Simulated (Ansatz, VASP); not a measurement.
**InB2As3 in VASP and in Ansatz**

Contents of INCAR:

```
PREC = Accurate ; ENCUT = 600
EDIFF = 1E-6 ; ISMEAR = 0
SIGMA = 0.1 ; LREAL = F
LASPH = T ; NELM = 60
ALGO = Normal ; ISIF = 3
LWAVE = F ; LCHARG = F
GGA = PE ; IBRION = 2
NSW = 90 ; EDIFFG = -0.04
```

The input KPOINTS:

```
Automatic mesh
0
Gamma
  4 4 4
```

File POSCAR:

```
InB2As3
1.0
    2.0344296200     -6.8330299700      0.0000000000
    2.0344296200      6.8330299700      0.0000000000
    0.0000000000      0.0000000000      4.2103850600
In B As
1 2 3
Direct
    0.0000000000      0.0000000000      0.0000000000
    0.1250000000      0.8750000000      0.5000000000
    0.8750000000      0.1250000000      0.5000000000
    0.5000000000      0.5000000000      0.5000000000
    0.3150000000      0.6850000000      0.0000000000
    0.6850000000      0.3150000000      0.0000000000
```

Input for Ansatz:

```yaml
crystal:
  lattice:
    - [2.03442962, -6.83302997, 0.0]
    - [2.03442962, 6.83302997, 0.0]
    - [0.0, 0.0, 4.21038506]
  atoms:
    - { symbol: In, position: [0.0, 0.0, 0.0] }
    - { symbol: B, position: [0.125, 0.875, 0.5] }
    - { symbol: B, position: [0.875, 0.125, 0.5] }
    - { symbol: As, position: [0.5, 0.5, 0.5] }
    - { symbol: As, position: [0.315, 0.685, 0.0] }
    - { symbol: As, position: [0.685, 0.315, 0.0] }
basis:
  ecutwfc: 420
kpoints:
  mp_grid: { grid: [4, 4, 4] }
hamiltonian:
  xc: pbe
scf:
  occupations: { method: gaussian, width: 0.1 }
  lower_state_search: "off"
output:
  forces: true
  stress: true
  eigenvalues: true
relax:
  adjacent_minimum: "off"
  f_tol: 0.04
  max_steps: 70
  cell: { stress_tol: 0.4 }
```

Change from the starting cell: species swapped into the TlAg3Te2 type (Cmmm, No. 65).

Alike in both runs: task relaxation of cell and atoms; functional PBE; k mesh 4 × 4 × 4; occupations gaussian, width 0.1 eV; no spin polarisation.

```csv
,VASP,Ansatz
version,VASP 6.6.1,Ansatz 0.2.0
potentials or method,"VASP PAW PBE potentials, release 64 (In_d, B, As), cutoff 600 eV","scalar-relativistic, plane waves, PAW"
valence electrons in the cell,34,64
```

|  | VASP | Ansatz | Ansatz less VASP |
| --- | --- | --- | --- |
| gap on the k mesh at the Fermi level, each at its own relaxed structure (eV) | none | none | - |
| relaxed volume (Å³/atom) | 23.04 | 21.42 | -1.616 |
| relaxed length of the cell vector where the two differ most in proportion (Å) | 5.765 | 5.211 | -0.5538 |

A gap of «none» marks a metal or a gap that the smearing closes. One of these differences is far larger than is usual between the two programs; its cause wasn't traced. VASP's potentials hold 34 valence electrons a cell and Ansatz's 64, so a difference there can come from the potentials and not from the codes.

The k mesh is coarse, so the values compare programs but aren't converged. Noted on VASP's run: the volume moved by over 15 % at a fixed basis, so the end points are rough.
